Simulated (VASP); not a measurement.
# Br (Pm-3m) in VASP: notebook

Runs on Br. Level: LDA. Tasks: single point, relaxation of cell and atoms.

Program: VASP 6.6.1. These are calculated values, not measurements. Logs are shortened: lines on timing, memory, paths and dates and some standing lists are left out, and cuts for length are marked.

**1. The cell of the first run**

The structure is cubic, space group Pm-3m (No. 221). The conventional cell has a = 2.986 Å, b = 2.986 Å, c = 2.986 Å, α = 90.00°, β = 90.00°, γ = 90.00°. Br (site symmetry m-3m) has 6 Br at 2.99 Å within 3.9 Å.

**2. Single point, LDA**

File INCAR:

```
SYSTEM = Br
  ALGO = Normal
  EDIFF = 1E-6
  ENCUT = 520
  ISIF = 2
  ISMEAR = -1
  LASPH = .TRUE.
  LCHARG = .FALSE.
  LREAL = .FALSE.
  LWAVE = .FALSE.
  NBANDS = 10
  NELM = 80
  PREC = Accurate
  SIGMA = 0.1
```

File KPOINTS:

```
Automatic mesh
0
Gamma
  12 12 12
  0.5 0.5 0.5
```

File POSCAR:

```
Br
1.0
    2.9855851172      0.0000000000      0.0000000000
    0.0000000000      2.9855851172      0.0000000000
    0.0000000000      0.0000000000      2.9855851172
Br
1
Direct
    0.0000000000      0.0000000000      0.0000000000
```

Potentials or basis: VASP PAW LDA potentials, release 64 (Br).

Launch:

```console
$ cat potpaw_LDA.64/Br/POTCAR > POTCAR
$ mpirun -np 1 vasp_std > vasp.out
```

OUTCAR:

```text
SYSTEM = Br
   EDIFF = 1E-6
   ENCUT = 520
   ISIF = 2
   ISMEAR = -1
   LASPH = .TRUE.
   LREAL = .FALSE.
   NELM = 80
   PREC = Accurate

 ion  position               nearest neighbor table
   1  0.000  0.000  0.000-

  LATTYP: Found a simple cubic cell.
 ALAT       =     2.9855851172

  Lattice vectors:

 A1 = (   2.9855851172,   0.0000000000,   0.0000000000)
 A2 = (   0.0000000000,   2.9855851172,   0.0000000000)
 A3 = (   0.0000000000,   0.0000000000,   2.9855851172)

Analysis of symmetry for initial positions (statically):
=====================================================================
 Subroutine PRICEL returns:
 Original cell was already a primitive cell.

 Routine SETGRP: Setting up the symmetry group for a
 simple cubic supercell.

 Subroutine GETGRP returns: Found 48 space group operations
 (whereof 48 operations were pure point group operations)
 out of a pool of 48 trial point group operations.

The static configuration has the point symmetry O_h .

Analysis of symmetry for dynamics (positions and initial velocities):
=====================================================================
 Subroutine PRICEL returns:
 Original cell was already a primitive cell.

 Routine SETGRP: Setting up the symmetry group for a
 simple cubic supercell.

 Subroutine GETGRP returns: Found 48 space group operations
 (whereof 48 operations were pure point group operations)
 out of a pool of 48 trial point group operations.

The dynamic configuration has the point symmetry O_h .

 Subroutine INISYM returns: Found 48 space group operations
 (whereof 48 operations are pure point group operations),
 and found     1 'primitive' translations

----------------------------------------------------------------------------------------

                                     Primitive cell

  volume of cell :      26.6127

  direct lattice vectors                    reciprocal lattice vectors
     2.985585117  0.000000000  0.000000000     0.334942720  0.000000000  0.000000000
     0.000000000  2.985585117  0.000000000     0.000000000  0.334942720  0.000000000
     0.000000000  0.000000000  2.985585117     0.000000000  0.000000000  0.334942720

  length of vectors
     2.985585117  2.985585117  2.985585117     0.334942720  0.334942720  0.334942720

  position of ions in fractional coordinates (direct lattice)
     0.000000000  0.000000000  0.000000000

  ion indices of the primitive-cell ions
   primitive index   ion index
[... 72 lines left out ...]
   NELM   =     80;   NELMIN=  2; NELMDL= -5     # of ELM steps
   EDIFF  = 0.1E-05   stopping-criterion for ELM
   LREAL  =      F    real-space projection
   EDIFFG = 0.1E-04   stopping-criterion for IOM
   NSW    =      0    number of steps for IOM
   IBRION =     -1    ionic relax: 0-MD 1-quasi-New 2-CG
   NFREE  =      0    steps in history (QN), initial steepest desc. (CG)
   ISIF   =      2    stress and relaxation
   ISYM   =      2    0-nonsym 1-usesym 2-fastsym
   POTIM  = 0.5000    time-step for ionic-motion
   TEBEG  =    0.0;   TEEND  =   0.0 temperature during run
   PSTRESS=    0.0 pullay stress
   NELECT =       7.0000    total number of electrons
   NUPDOWN=      -1.0000    fix difference up-down
   EMIN   =  10.00;   EMAX   =-10.00  energy-range for DOS
   EFERMI =   0.00;   METHOD = LEGACY
   ISMEAR =    -1;   SIGMA  =   0.10  broadening in eV -4-tet -1-fermi 0-gaus
   EFERMI_NEDOS =   21; number of points for ismear=-14 and -15
   IALGO  =     38    algorithm
   IMIX   =      4    mixing-type and parameters
     AMIX     =   0.40;   BMIX     =  1.00
     AMIX_MAG =   1.60;   BMIX_MAG =  1.00
  volume/ion in A,a.u.               =      26.61       179.59
  Fermi-wavevector in a.u.,A,eV,Ry     =   1.048926  1.982182 14.969743  1.100245
  Thomas-Fermi vector in A             =   2.183867
   LORBIT       =      0    0 simple, 1 ext, 2 COOP (PROOUT), +10 PAW based schemes
   GGA     = CA    functional components
   LHFCALC =     F    Hartree Fock is set to
   AEXX    =    0.0000 exact exchange contribution
   IVDW    =     0    specifies the selected vdW correction
   LEPSILON=     F    determine dielectric tensor
   LRPA    =     F    only Hartree local field effects (RPA)
 non-spin polarized calculation
  energy-cutoff  :      520.00
  volume of cell :       26.61
 maximum number of plane-waves:       739
 NGX is ok and might be reduce to    24
   NGX = 11   NGY = 11   NGZ = 11

 number of electron       6.9999997 magnetization

 Free energy of the ion-electron system (eV)
  ---------------------------------------------------
  ext. energy  EPLUGINS =         0.00000000
  ---------------------------------------------------
  free energy    TOTEN  =        -1.80399307 eV

  energy without entropy =       -1.76983220  energy(sigma->0) =       -1.78691263

 E-fermi :   2.2772     XC(G=0):  -9.4731

 val. band max:        2.2532873285   @ k =   0.2083   0.0417   0.0417
 cond. band min:       2.3262714872   @ k =   0.4583   0.2917   0.1250
 fundamental gap:      0.0729841587
 Fermi energy:         2.2771504055

 k-point     1 :       0.0417    0.0417    0.0417
  band No.  band energies     occupation
      1     -14.0536      2.00000
      2       1.9394      1.93397
      3       1.9895      1.89338
      4       1.9895      1.89338
      5       8.8268      0.00000
      6      11.0292      0.00000
      7      11.0292      0.00000
      8      21.4533      0.00000
      9      21.9812      0.00000
     10      21.9812      0.00000
[... 287 lines left out ...]
 k-point    24 :       0.2917    0.1250    0.1250
  band No.  band energies     occupation
      1     -13.1642      2.00000
      2      -1.6199      2.00000
      3       1.5085      1.99908
      4       1.6207      1.99718
      5      11.3975      0.00000
      6      13.3230      0.00000
      7      14.3845      0.00000
      8      15.6030      0.00000
      9      18.1599      0.00000
     10      19.3688      0.00000

 [... further k-points ...]
[... 5 lines left out ...]
  --------------------------------------------------------------------------------------
  -------------------------------------------------------------------------------------
  Total        0.0036282      0.0036282      0.0036282      0.0000000     -0.0000000      0.0000000
  in kB        0.2184303      0.2184303      0.2184303      0.0000000     -0.0000000      0.0000000
  external PRESSURE =       0.2184303 kB  Pullay stress =       0.0000000 kB

 VOLUME and BASIS-vectors are now :
 -----------------------------------------------------------------------------
  energy-cutoff  :      520.00
  volume of cell :       26.61
      direct lattice vectors                 reciprocal lattice vectors
     2.985585117  0.000000000  0.000000000     0.334942720  0.000000000  0.000000000
     0.000000000  2.985585117  0.000000000     0.000000000  0.334942720  0.000000000
     0.000000000  0.000000000  2.985585117     0.000000000  0.000000000  0.334942720

 POSITION                                       TOTAL-FORCE (eV/Angst)
 -----------------------------------------------------------------------------------
      0.00000      0.00000      0.00000         0.000000      0.000000      0.000000
 -----------------------------------------------------------------------------------
    total drift:                                0.000000      0.000000      0.000000

  FREE ENERGIE OF THE ION-ELECTRON SYSTEM (eV)
  ---------------------------------------------------
  free  energy   TOTEN  =        -1.8039930669 eV

  energy  without entropy=       -1.7698321957  energy(sigma->0) =       -1.78691263
```

Run time: 4.6 s. Hardware: 1 thread of Intel Xeon Platinum 8488C (Sapphire Rapids), shared host; peak memory 0.12 GiB.

What came out:

- Free energy: -1.8040 eV
- Pressure: 0.0 GPa

Caveat: an odd number of electrons without spin polarisation forces a metal; a magnetic or distorted state may lie lower.

**3. Relaxation of cell and atoms, LDA**

This run uses another cell than the first one, of 29.16 Å³/atom, 1.096 times its volume.

File INCAR:

```
SYSTEM = Br
PREC     = Accurate       ! precision mode
ENCUT    = 600            ! plane-wave cutoff, eV
EDIFF    = 1E-6           ! SCF threshold, eV
ISMEAR   = -1             ! smearing method
SIGMA    = 0.1            ! smearing width, eV
LREAL    = .FALSE.        ! projectors in reciprocal space
LASPH    = .TRUE.         ! aspherical terms in the spheres
NELM     = 60             ! most SCF steps
ALGO     = Normal         ! electronic algorithm
ISIF     = 3              ! what is computed and relaxed
LWAVE    = .FALSE.        ! write WAVECAR
LCHARG   = .FALSE.        ! write CHGCAR
GGA      = CA             ! functional
IBRION   = 2              ! ionic algorithm
NSW      = 60             ! ionic steps
EDIFFG   = -0.005         ! ionic threshold
```

File KPOINTS:

```
regular mesh
0
G
  12 12 12
  0 0 0
```

File POSCAR:

```
Br
1.0
    3.0779567040      0.0000000000      0.0000000000
    0.0000000000      3.0779567040      0.0000000000
    0.0000000000      0.0000000000      3.0779567040
Br
1
Direct
    0.0000000000      0.0000000000      0.0000000000
```

Potentials or basis: VASP PAW LDA potentials, release 64 (Br).

Launch:

```console
$ cat potpaw_LDA.64/Br/POTCAR > POTCAR
$ mpirun -np 1 vasp_std > vasp.out
```

Wall time 27 s (1 thread of Intel Xeon Platinum 8488C (Sapphire Rapids), shared host); peak memory 0.15 GiB.

It converged, with:

* Free energy: -1.8036 eV
* Relaxed volume: 26.65 Å³/atom
* Relaxed cell: a = 2.987 Å, b = 2.987 Å, c = 2.987 Å, α = 90.00°, β = 90.00°, γ = 90.00°
* Space group after relaxing (to 0.05 Å): Pm-3m (No. 221)
* Energy gained by relaxing: 27.1 meV/atom
* Ionic steps: 5
* Pressure after relaxing: 0.0 GPa

The path:
| step | energy change (eV) | largest force (eV/Å) | pressure (GPa) | volume (Å³) |
| --- | --- | --- | --- | --- |
| 1 | 0.0000 | 0.0000 | -3.17 | 29.16 |
| 2 | -0.0270 | 0.0000 | -0.21 | 26.79 |
| 3 | -0.0271 | 0.0000 | -0.05 | 26.67 |
| 4 | -0.0271 | 0.0000 | 0.05 | 26.62 |
| 5 | -0.0271 | 0.0000 | 0.02 | 26.65 |

Final structure:
```
Br
1.0
     2.98712    0.00000    0.00000
     0.00000    2.98712    0.00000
     0.00000    0.00000    2.98712
Br
1
Direct
  0.00000 0.00000 0.00000
```

Levels at points of the mesh, in eV from the Fermi level:
```csv
k point,band 1,band 2,band 3,band 4,band 5,band 6,band 7
"(0.00, 0.00, 0.00)",-16.38,-0.18,-0.18,-0.18,6.24,8.49,8.49
"(0.50, 0.00, 0.00)",-15.24,-5.86,0.61,0.61,9.79,10.25,11.51
"(0.50, 0.50, 0.00)",-14.15,-4.57,-4.57,1.32,4.45,12.11,15.25
"(0.50, 0.50, 0.50)",-13.10,-3.47,-3.47,-3.47,6.96,6.96,6.96
```

Caveat: an odd number of electrons without spin polarisation forces a metal; a magnetic or distorted state may lie lower.
